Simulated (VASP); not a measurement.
Si2Ni:

```
Si Ni
1.0
     0.00000    2.72797    2.72797
     2.72797    0.00000    2.72797
     2.72797    2.72797    0.00000
Si Ni
2 1
Direct
  0.25000 0.25000 0.25000
  0.75000 0.75000 0.75000
  0.00000 0.00000 0.00000
```

Base run:

```yaml
Program: VASP 6.6.1
Functional: LDA
Potentials_or_basis: VASP PAW LDA potentials, release 64 (Si, Ni)
Cutoff: 520 eV
k_mesh: 14 × 14 × 14
Occupations: gaussian, width 0.15 eV
Spin: collinear spin, ferromagnetic start
Starting_moments: "[0.0, 0.0, 0.5] μB"
Fixed_moment: 0.5 μB
```

Its results: pressure -7.8 GPa; site moments Si +0.07; Ni +0.24 μB.

Q: The run is repeated on the same cell with these changes: fixed moment from 0.5 μB to 1 μB; moments at the start from [0.0, 0.0, 0.5] to [0.0, 0.0, 1.0]. What comes out?

A: Pressure -4.9 GPa; site moments Si +0.13; Ni +0.45 μB.

Caveats: the total moment is fixed, so each spin has its own Fermi level.
